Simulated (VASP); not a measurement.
# Pb (P-1) in VASP: further runs

Pb is run at these levels: PBE; tasks: single point.

All numbers are computed with VASP 6.6.1; they aren't measurements. Logs are shortened: lines on timing, memory, paths and dates and some standing lists are left out, and cuts for length are marked.

**1. The cell of the first run**

The typed cell holds 1 atom: a = 3.453 Å, b = 3.499 Å, c = 3.476 Å, α = 59.64°, β = 59.57°, γ = 60.06°.

**2. Single point, PBE (volume scaled by 0.98)**

Input file INCAR:

```
  PREC = Accurate
  ENCUT = 520
  EDIFF = 1E-6
  ISMEAR = -1
  SIGMA = 0.05
  LREAL = False
  LASPH = True
  NELM = 80
  ALGO = Fast
  ISIF = 2
  LWAVE = False
  LCHARG = False
  GGA = PE
  NBANDS = 13
```

Input file KPOINTS:

```
regular mesh
0
Gamma
  9 9 9
```

Input file POSCAR:

```
Pb
1.0
    0.0192038702      2.4463401036      2.4363490428
    2.4860589349     -0.0067012797      2.4622541927
    2.4646712110      2.4508575295      0.0146864443
Pb
1
Direct
    0.0000000000      0.0000000000      0.0000000000
```

Potentials or basis: VASP PAW PBE potentials, release 64 (Pb_d).

Command:

```
$ cat potpaw_PBE.64/Pb_d/POTCAR > POTCAR
$ mpirun -np 1 vasp_std > vasp.out
```

OUTCAR:

```text
PREC = Accurate
   ENCUT = 520
   EDIFF = 1E-6
   ISMEAR = -1
   LREAL = False
   LASPH = True
   NELM = 80
   ISIF = 2
   GGA = PE

 ion  position               nearest neighbor table
   1  0.000  0.000  0.000-

  LATTYP: Found a triclinic cell.
 ALAT       =     6.0351814061
 B/A-ratio  =     0.5747170059
 C/A-ratio  =     0.5720860747
 COS(alpha) =     0.0040486270
 COS(beta)  =     0.2850159522
 COS(gamma) =     0.8682541366

  Lattice vectors:

 A1 = (   2.4882427886,  -4.9106001925,   2.4734728983)
 A2 = (   0.0213877239,  -2.4575588092,   2.4475677484)
 A3 = (  -0.0192038702,  -2.4463401036,  -2.4363490428)

Analysis of symmetry for initial positions (statically):
=====================================================================
 Subroutine PRICEL returns:
 Original cell was already a primitive cell.

 Routine SETGRP: Setting up the symmetry group for a
 triclinic supercell.

 Subroutine GETGRP returns: Found  2 space group operations
 (whereof  2 operations were pure point group operations)
 out of a pool of  2 trial point group operations.

The static configuration has the point symmetry S_2 .

Analysis of symmetry for dynamics (positions and initial velocities):
=====================================================================
 Subroutine PRICEL returns:
 Original cell was already a primitive cell.

 Routine SETGRP: Setting up the symmetry group for a
 triclinic supercell.

 Subroutine GETGRP returns: Found  2 space group operations
 (whereof  2 operations were pure point group operations)
 out of a pool of  2 trial point group operations.

The dynamic configuration has the point symmetry S_2 .

 Subroutine INISYM returns: Found  2 space group operations
 (whereof  2 operations are pure point group operations),
 and found     1 'primitive' translations

----------------------------------------------------------------------------------------

                                     Primitive cell

  volume of cell :      29.5256

  direct lattice vectors                    reciprocal lattice vectors
     0.019203870  2.446340104  2.436349043    -0.204389688  0.204301731  0.206921728
     2.486058935 -0.006701280  2.462254193     0.201019182 -0.203366328  0.202615820
     2.464671211  2.450857529  0.014686444     0.204562595  0.203539235 -0.205986326

  length of vectors
     3.452643241  3.499032673  3.475848458     0.355430645  0.350456482  0.354548222

  position of ions in fractional coordinates (direct lattice)
     0.000000000  0.000000000  0.000000000

  ion indices of the primitive-cell ions
   primitive index   ion index
                 1           1

----------------------------------------------------------------------------------------

 KPOINTS: regular mesh

Automatic generation of k-mesh.
 Grid dimensions read from file:
 generate k-points for:    9    9    9

 Generating k-lattice:

  Cartesian coordinates                     Fractional coordinates (reciprocal lattice)
    -0.022709965  0.022700192  0.022991303     0.111111111  0.000000000  0.000000000
     0.022335465 -0.022596259  0.022512869     0.000000000  0.111111111  0.000000000
     0.022729177  0.022615471 -0.022887370    -0.000000000  0.000000000  0.111111111

  Length of vectors
     0.039492294  0.038939609  0.039394247

  Shift w.r.t. Gamma in fractional coordinates (k-lattice)
     0.000000000  0.000000000  0.000000000

 Subroutine IBZKPT returns following result:
 ===========================================

 Found    365 irreducible k-points:

 Following reciprocal coordinates:
            Coordinates               Weight
  0.000000  0.000000  0.000000      1.000000
  0.111111 -0.000000 -0.000000      2.000000
  0.222222 -0.000000  0.000000      2.000000
  0.333333 -0.000000  0.000000      2.000000
  0.444444 -0.000000  0.000000      2.000000
  0.000000  0.111111 -0.000000      2.000000
[... 16 lines left out ...]
 -0.111111  0.222222 -0.000000      2.000000
 -0.000000  0.333333 -0.000000      2.000000
 [... further k-points ...]
   k-points           NKPTS =    365   k-points in BZ     NKDIM =    365   number of bands    NBANDS=     13
   number of dos      NEDOS =    301   number of ions     NIONS =      1
   total plane-waves  NPLWV =  21952
   dimension x,y,z NGX =    28 NGY =   28 NGZ =   28
   dimension x,y,z NGXF=    56 NGYF=   56 NGZF=   56
   ions per type =               1
   NGX,Y,Z   is equivalent  to a cutoff of  13.48, 13.30, 13.39 a.u.
   NGXF,Y,Z  is equivalent  to a cutoff of  26.96, 26.61, 26.78 a.u.
 SYSTEM =  unknown system
   PREC   = accura    normal or accurate (medium, high low for compatibility)
   ISTART =      0    job   : 0-new  1-cont  2-samecut
   ICHARG =      2    charge: 1-file 2-atom 10-const
   ISPIN  =      1    spin polarized calculation?
   LNONCOLLINEAR =      F non collinear calculations
   LSORBIT =      F    spin-orbit coupling
   LASPH  =      T    aspherical Exc in radial PAW
   ENCUT  =  520.0 eV  38.22 Ry    6.18 a.u.   6.42  6.51  6.46*2*pi/ulx,y,z
   NELM   =     80;   NELMIN=  2; NELMDL= -5     # of ELM steps
   EDIFF  = 0.1E-05   stopping-criterion for ELM
   LREAL  =      F    real-space projection
   EDIFFG = 0.1E-04   stopping-criterion for IOM
   NSW    =      0    number of steps for IOM
   IBRION =     -1    ionic relax: 0-MD 1-quasi-New 2-CG
   NFREE  =      0    steps in history (QN), initial steepest desc. (CG)
   ISIF   =      2    stress and relaxation
   ISYM   =      2    0-nonsym 1-usesym 2-fastsym
   POTIM  = 0.5000    time-step for ionic-motion
   TEBEG  =    0.0;   TEEND  =   0.0 temperature during run
   PSTRESS=    0.0 pullay stress
   NELECT =      14.0000    total number of electrons
   NUPDOWN=      -1.0000    fix difference up-down
   EMIN   =  10.00;   EMAX   =-10.00  energy-range for DOS
   EFERMI =   0.00;   METHOD = LEGACY
   ISMEAR =    -1;   SIGMA  =   0.05  broadening in eV -4-tet -1-fermi 0-gaus
   EFERMI_NEDOS =   21; number of points for ismear=-14 and -15
   IALGO  =     68    algorithm
   IMIX   =      4    mixing-type and parameters
     AMIX     =   0.40;   BMIX     =  1.00
     AMIX_MAG =   1.60;   BMIX_MAG =  1.00
  volume/ion in A,a.u.               =      29.53       199.25
  Fermi-wavevector in a.u.,A,eV,Ry     =   1.276589  2.412404 22.173142  1.629680
  Thomas-Fermi vector in A             =   2.409237
   LORBIT       =      0    0 simple, 1 ext, 2 COOP (PROOUT), +10 PAW based schemes
   GGA     = PE    functional components
   LHFCALC =     F    Hartree Fock is set to
   AEXX    =    0.0000 exact exchange contribution
   IVDW    =     0    specifies the selected vdW correction
   LEPSILON=     F    determine dielectric tensor
   LRPA    =     F    only Hartree local field effects (RPA)
 non-spin polarized calculation
 RMM-DIIS sequential band-by-band and
  energy-cutoff  :      520.00
  volume of cell :       29.53
 maximum number of plane-waves:       811
 NGX is ok and might be reduce to    28
   NGX = 13   NGY = 13   NGZ = 13

 number of electron      13.9999999 magnetization

 Free energy of the ion-electron system (eV)
  ---------------------------------------------------
  ext. energy  EPLUGINS =         0.00000000
  ---------------------------------------------------
  free energy    TOTEN  =        -3.55426011 eV

  energy without entropy =       -3.55115260  energy(sigma->0) =       -3.55270636

 E-fermi :   7.4361     XC(G=0): -10.3140

 val. band max:        7.4284270965   @ k =  -0.4444   0.2222   0.3333
 cond. band min:       7.4539579094   @ k =   0.3333  -0.2222   0.1111
 fundamental gap:      0.0255308129
 Fermi energy:         7.4361108121

 k-point     1 :       0.0000    0.0000    0.0000
  band No.  band energies     occupation
      1      -9.5242      2.00000
      2      -9.5130      2.00000
      3      -9.5003      2.00000
      4      -9.3641      2.00000
      5      -9.3552      2.00000
      6      -4.3553      2.00000
      7      15.0096      0.00000
      8      15.2067      0.00000
      9      15.4121      0.00000
     10      17.3839      0.00000
     11      19.2091      0.00000
     12      20.0685      0.00000
     13      20.3794      0.00000

 k-point     2 :       0.1111   -0.0000   -0.0000
  band No.  band energies     occupation
      1      -9.5107      2.00000
      2      -9.4994      2.00000
      3      -9.4892      2.00000
      4      -9.3652      2.00000
      5      -9.3574      2.00000
      6      -4.1068      2.00000
      7      12.9543      0.00000
      8      14.7328      0.00000
      9      14.9338      0.00000
     10      16.9647      0.00000
     11      20.0364      0.00000
     12      20.6090      0.00000
     13      20.8858      0.00000

 k-point     3 :       0.2222   -0.0000    0.0000
  band No.  band energies     occupation
      1      -9.5150      2.00000
      2      -9.4793      2.00000
      3      -9.4633      2.00000
      4      -9.3405      2.00000
      5      -9.3373      2.00000
      6      -3.3605      2.00000
      7       9.3658      0.00000
      8      14.1293      0.00000
      9      14.2772      0.00000
     10      16.6312      0.00000
     11      19.5041      0.00000
     12      20.2303      0.00000
     13      20.4008      0.00000
[... 305 lines left out ...]
 k-point    23 :      -0.1111    0.2222   -0.0000
  band No.  band energies     occupation
      1      -9.5206      2.00000
      2      -9.4670      2.00000
      3      -9.4561      2.00000
      4      -9.3582      2.00000
      5      -9.2882      2.00000
      6      -2.8354      2.00000
      7       8.1163      0.00000
      8      11.7034      0.00000
      9      14.7119      0.00000
     10      17.5687      0.00000
     11      18.3190      0.00000
     12      19.6638      0.00000
     13      21.1354      0.00000

 k-point    24 :      -0.0000    0.3333   -0.0000
  band No.  band energies     occupation
      1      -9.5378      2.00000
      2      -9.4947      2.00000
      3      -9.4759      2.00000
      4      -9.2758      2.00000
      5      -9.2694      2.00000
      6      -2.2362      2.00000
      7       5.9356      2.00000
      8      13.7528      0.00000
      9      13.9082      0.00000
     10      16.7371      0.00000
     11      18.3627      0.00000
     12      19.4563      0.00000
     13      19.6808      0.00000

 [... further k-points ...]
[... 5 lines left out ...]
  --------------------------------------------------------------------------------------
  -------------------------------------------------------------------------------------
  Total        0.6550770      0.6859795      0.6998441      0.0094919      0.0317941     -0.1150274
  in kB       35.5470738     37.2239676     37.9763164      0.5150700      1.7252734     -6.2418442
  external PRESSURE =      36.9157859 kB  Pullay stress =       0.0000000 kB

 VOLUME and BASIS-vectors are now :
 -----------------------------------------------------------------------------
  energy-cutoff  :      520.00
  volume of cell :       29.53
      direct lattice vectors                 reciprocal lattice vectors
     0.019203870  2.446340104  2.436349043    -0.204389688  0.204301731  0.206921728
     2.486058935 -0.006701280  2.462254193     0.201019182 -0.203366328  0.202615820
     2.464671211  2.450857529  0.014686444     0.204562595  0.203539235 -0.205986326

 POSITION                                       TOTAL-FORCE (eV/Angst)
 -----------------------------------------------------------------------------------
      0.00000      0.00000      0.00000        -0.000000      0.000000     -0.000000
 -----------------------------------------------------------------------------------
    total drift:                               -0.000000     -0.000000     -0.000000

  FREE ENERGIE OF THE ION-ELECTRON SYSTEM (eV)
  ---------------------------------------------------
  free  energy   TOTEN  =        -3.5542601144 eV

  energy  without entropy=       -3.5511526011  energy(sigma->0) =       -3.55270636
```

Run time: 87 s. Hardware: 1 thread of Intel Xeon Platinum 8488C (Sapphire Rapids), shared host; peak memory 0.25 GiB.

What came out:

- Free energy: -3.5543 eV
- Pressure: 3.7 GPa
- Band gap on the k mesh: zero (band 7 reaches 15.01 eV, above the bottom of band 8 at 5.94 eV)

Stress tensor (GPa, compression positive):
```
 3.55  0.05 -0.62
 0.05  3.72  0.17
-0.62  0.17  3.80
```

Caveat: spin-orbit coupling is left out, which moves the levels of the heavy elements.

**3. Single point, PBE (the cell strained at random)**

Input file INCAR:

```
SYSTEM = Pb
PREC = Accurate
ENCUT = 520
EDIFF = 1E-6
ISMEAR = -1
SIGMA = 0.05
LREAL = .False.
LASPH = .True.
NELM = 60
ALGO = Fast
ISIF = 2
LWAVE = .False.
LCHARG = .False.
GGA = PE
NBANDS = 13
```

Input file KPOINTS:

```
Automatic mesh
0
Gamma
  9 9 9
  0 0 0
```

Input file POSCAR:

```
Pb
1.0
   -0.0052960000      2.4295300000      2.4670880000
    2.5262350000      0.0130560000      2.4482120000
    2.5370340000      2.4222370000      0.0013440000
Pb
1
Direct
   -0.0076910000      0.0058070000     -0.0062510000
```

Potentials or basis: VASP PAW PBE potentials, release 64 (Pb_d).

Command:

```
$ cat potpaw_PBE.64/Pb_d/POTCAR > POTCAR
$ mpirun -np 1 vasp_std > vasp.out
```

Run time: 82 s. Hardware: 1 thread of Intel Xeon Platinum 8488C (Sapphire Rapids), shared host; peak memory 0.26 GiB.

Results (log left out):

```
Free energy            : -3.5644 eV
Pressure               : 2.6 GPa
Band gap on the k mesh : zero (band 7 reaches 14.70 eV, above the bottom of band 8 at 5.62 eV)
```

Stress tensor (GPa, compression positive):
```
 1.90 -0.07  0.24
-0.07  3.08 -0.29
 0.24 -0.29  2.89
```

Levels at points of the mesh, in eV from the Fermi level:
| k point | band 4 | band 5 | band 6 | band 7 | band 8 | band 9 | band 10 | band 11 |
| --- | --- | --- | --- | --- | --- | --- | --- | --- |
| (0.00, 0.00, 0.00) | -16.84 | -16.80 | -11.68 | 7.46 | 7.58 | 7.72 | 9.91 | 11.53 |

Caveat: the cell differs from its parent crystal (the cell strained at random); spin-orbit coupling is left out, which moves the levels of the heavy elements.

**4. Single point, PBE (volume scaled by 1.02)**

Input file INCAR:

```
SYSTEM = Pb
PREC = Accurate
ENCUT = 520
EDIFF = 1E-6
ISMEAR = -1
SIGMA = 0.05
LREAL = .FALSE.
LASPH = .TRUE.
NELM = 100
ALGO = Fast
ISIF = 2
LWAVE = .FALSE.
LCHARG = .FALSE.
GGA = PE
NBANDS = 13
```

Input file KPOINTS:

```
Automatic mesh
0
G
  9 9 9
  0 0 0
```

Input file POSCAR:

```
Pb
1.0
    0.0194616710      2.4791808022      2.4690556172
    2.5194328359     -0.0067912405      2.4953085288
    2.4977579941      2.4837588720      0.0148836013
Pb
1
Direct
    0.0000000000      0.0000000000      0.0000000000
```

Command:

```
$ cat potpaw_PBE.64/Pb_d/POTCAR > POTCAR
$ mpirun -np 1 vasp_std > vasp.out
```

Wall time 91 s (1 thread of Intel Xeon Platinum 8488C (Sapphire Rapids), shared host); peak memory 0.26 GiB.

It converged, with:

- Free energy: -3.5742 eV
- Pressure: 1.6 GPa
- Band gap on the k mesh: zero (band 7 reaches 14.25 eV, above the bottom of band 8 at 5.58 eV)

Stress tensor (GPa, compression positive):
```
 1.49  0.04 -0.56
 0.04  1.61  0.15
-0.56  0.15  1.67
```

Levels at points of the mesh, in eV from the Fermi level:
```tsv
k point	band 3	band 4	band 5	band 6	band 7	band 8	band 9	band 10	band 11	band 12
(0.00, 0.00, 0.00)	-16.92	-16.80	-16.80	-11.53	7.25	7.44	7.63	9.91	11.26	12.32
```

Caveat: spin-orbit coupling is left out, which moves the levels of the heavy elements.

**5. Single point, PBE (volume scaled by 1.04)**

Input file INCAR:

```
ALGO     = Fast           # electronic algorithm
EDIFF    = 1E-6           # SCF threshold, eV
ENCUT    = 520            # plane-wave cutoff, eV
GGA      = PE             # functional
ISIF     = 2              # what is computed and relaxed
ISMEAR   = -1             # smearing method
LASPH    = True           # aspherical terms in the spheres
LCHARG   = False          # write CHGCAR
LREAL    = False          # projectors in reciprocal space
LWAVE    = False          # write WAVECAR
NBANDS   = 13             # bands
NELM     = 80             # most SCF steps
PREC     = Accurate       # precision mode
SIGMA    = 0.05           # smearing width, eV
```

Input file KPOINTS:

```
k-points
0
Gamma
  9 9 9
```

Input file POSCAR:

```
Pb
1.0
    0.0195880490      2.4952798300      2.4850888952
    2.5357932478     -0.0068353407      2.5115122849
    2.5139776564      2.4998876283      0.0149802507
Pb
1
Direct
    0.0000000000      0.0000000000      0.0000000000
```

Command:

```
$ cat potpaw_PBE.64/Pb_d/POTCAR > POTCAR
$ mpirun -np 1 vasp_std > vasp.out
```

Wall time 84 s (1 thread of Intel Xeon Platinum 8488C (Sapphire Rapids), shared host); peak memory 0.26 GiB.

The run converged. Its results:

| Property | Result |
| --- | --- |
| Free energy | -3.5786 eV |
| Pressure | 0.7 GPa |
| Band gap on the k mesh | zero (band 7 reaches 13.89 eV, above the bottom of band 8 at 5.41 eV) |

Stress tensor (GPa, compression positive):
```
 0.63  0.04 -0.52
 0.04  0.73  0.14
-0.52  0.14  0.77
```

Levels at points of the mesh, in eV from the Fermi level:
```
           k point  band 3  band 4  band 5  band 6  band 7  band 8  band 9  band 10  band 11  band 12
(0.00, 0.00, 0.00)  -16.92  -16.80  -16.80  -11.41    7.10    7.28    7.47     9.89    11.01    12.18
```

Caveat: spin-orbit coupling is left out, which moves the levels of the heavy elements.

**6. Single point, PBE (volume scaled by 1.06)**

Input file INCAR:

```
SYSTEM = Pb
ALGO = Fast
EDIFF = 1E-7
ENCUT = 520
GGA = PE
ISIF = 2
ISMEAR = -1
LASPH = .True.
LCHARG = .False.
LREAL = .False.
LWAVE = .False.
NBANDS = 13
NELM = 60
PREC = Accurate
SIGMA = 0.05
```

Input file KPOINTS:

```
k-points
0
Gamma
  9 9 9
  0 0 0
```

Input file POSCAR:

```
Pb
1.0
    0.0197128171      2.5111737606      2.5009179136
    2.5519452326     -0.0068788791      2.5275096098
    2.5299906846      2.5158109087      0.0150756689
Pb
1
Direct
    0.0000000000      0.0000000000      0.0000000000
```

Potentials or basis: VASP PAW PBE potentials, release 64 (Pb_d).

Command:

```
$ cat potpaw_PBE.64/Pb_d/POTCAR > POTCAR
$ mpirun -np 1 vasp_std > vasp.out
```

It took 1.8 min on 1 thread of Intel Xeon Platinum 8488C (Sapphire Rapids), shared host; peak memory 0.26 GiB.

The run converged. Its results:

```
Free energy            : -3.5799 eV
Pressure               : -0.1 GPa
Band gap on the k mesh : zero (band 7 reaches 13.54 eV, above the bottom of band 8 at 5.24 eV)
```

Stress tensor (GPa, compression positive):
```
-0.23  0.03 -0.48
 0.03 -0.12  0.13
-0.48  0.13 -0.09
```

Levels at points of the mesh, in eV from the Fermi level:
| k point | band 4 | band 5 | band 6 | band 7 | band 8 | band 9 | band 10 | band 11 |
| --- | --- | --- | --- | --- | --- | --- | --- | --- |
| (0.00, 0.00, 0.00) | -16.80 | -16.80 | -11.29 | 6.95 | 7.13 | 7.31 | 9.87 | 10.77 |

Caveat: spin-orbit coupling is left out, which moves the levels of the heavy elements.

**7. The runs side by side**

```tsv
cell	further INCAR settings	gap on the mesh (eV)	pressure (GPa)
a = 3.453, b = 3.499, c = 3.476 Å, angles 59.6, 59.6, 60.1°, 1 atom	ALGO = Fast; EDIFF = 1e-06; NBANDS = 13	none	3.7
a = 3.463, b = 3.518, c = 3.508 Å, angles 58.5, 61.1, 60.2°, 1 atom	ALGO = Fast; EDIFF = 1e-06; NBANDS = 13	none	2.6
a = 3.499, b = 3.546, c = 3.523 Å, angles 59.6, 59.6, 60.1°, 1 atom	ALGO = Fast; EDIFF = 1e-06; NBANDS = 13	none	1.6
a = 3.522, b = 3.569, c = 3.545 Å, angles 59.6, 59.6, 60.1°, 1 atom	ALGO = Fast; EDIFF = 1e-06; NBANDS = 13	none	0.7
a = 3.544, b = 3.592, c = 3.568 Å, angles 59.6, 59.6, 60.1°, 1 atom	ALGO = Fast; EDIFF = 1e-07; NBANDS = 13	none	-0.1
```

Alike in all rows: task single point; level PBE; potentials or basis VASP PAW PBE potentials, release 64 (Pb_d); no spin polarisation; k mesh 9 × 9 × 9; cutoff (eV) 520; smearing fermi-dirac 0.05 eV.

Caveats: spin-orbit coupling is left out, which moves the levels of the heavy elements.

Absolute energies hang on the potentials; compare differences alone.
